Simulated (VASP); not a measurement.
Here is a VASP 6.6.1 calculation.

Contents of POSCAR:

```
BN
1.0
    2.5002145576      0.0000000000      0.0000000000
   -1.2501072788      2.1652493218      0.0000000000
    0.0000000000      0.0000000000      6.5052999340
B N
2 2
Direct
    0.0000000000      0.0000000000      0.5000000000
    0.3333333333      0.6666666667      0.0000000000
    0.0000000000      0.0000000000      0.0000000000
    0.6666666667      0.3333333333      0.5000000000
```

File INCAR.step1:

```
PREC = Accurate
ENCUT = 520
ISMEAR = -1
SIGMA = 0.02
LREAL = False
LASPH = True
NELM = 100
NBANDS = 16
GGA = PE
ALGO = Normal
EDIFF = 1E-4
LWAVE = True
LCHARG = False
```

The input INCAR.step2:

```
PREC = Accurate
ENCUT = 520
EDIFF = 1E-6
ISMEAR = -1
SIGMA = 0.02
LREAL = False
LASPH = True
NELM = 100
ALGO = Normal
ISIF = 2
LWAVE = False
LCHARG = False
METAGGA = R2SCAN
LMIXTAU = True
LUSE_VDW = True
IVDW_NL = 2
BPARAM = 11.95
CPARAM = 0.0093
NBANDS = 16
ISTART = 1
```

The input KPOINTS:

```
regular mesh
0
Gamma
  12 12 4
```

Potentials or basis: VASP PAW PBE potentials, release 64 (B, N).

The run is started by

```bash
$ cat potpaw_PBE.64/B/POTCAR potpaw_PBE.64/N/POTCAR > POTCAR
$ cp INCAR.step1 INCAR
$ mpirun -np 1 vasp_std > vasp.out
$ cp INCAR.step2 INCAR
$ mpirun -np 1 vasp_std > vasp.out
```

**Question.** Predict the band gap on the k mesh.

**Answer.** 4.90 eV, indirect (least direct gap 5.11 eV).

**Question.** Predict the pressure.

**Answer.** 0.4 GPa.

Stress tensor (GPa, compression positive):
```
 0.81  0.00  0.00
 0.00  0.81  0.00
 0.00  0.00 -0.32
```

Caveat: the PAW data sets were made with another functional, which shifts forces and pressure a little. r2SCAN opens gaps a little over a GGA but as a rule still falls short of measured ones.
